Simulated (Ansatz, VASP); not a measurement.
## Two plane-wave programs on Si2F

```
Si F
1.0
     4.15526    0.00000    0.00000
    -2.07763    3.59856    0.00000
     0.00000    0.00000    2.79010
Si F
2 1
Direct
  0.33333 0.66667 0.50000
  0.66667 0.33333 0.50000
  0.00000 0.00000 0.00000
```

Alike in both runs: functional PBE; k mesh 12 × 12 × 16; occupations gaussian, width 0.1 eV; no spin polarisation.

Ansatz relaxed the structure, and its values are those at the end. VASP's run is a single point on that final structure, the one shown.

|  | VASP | Ansatz |
| --- | --- | --- |
| version | VASP 6.6.1 | Ansatz 0.2.0 |
| potentials or method | VASP PAW PBE potentials, release 64 (Si, F), cutoff 520 eV | scalar-relativistic, plane waves, PAW |
| valence electrons in the cell | 15 | 15 |

Ansatz gave:

| Item | Value |
| --- | --- |
| gap on the k mesh at the Fermi level (eV) | none |
| pressure (GPa) | 0.0 |

Question: Which values does VASP return?

Answer: gap on the k mesh at the Fermi level (eV): none; pressure (GPa): -0.2.

A gap of «none» marks a metal or a gap that the smearing closes. With one functional, cell and mesh, what is left measures potentials, basis and numerics.
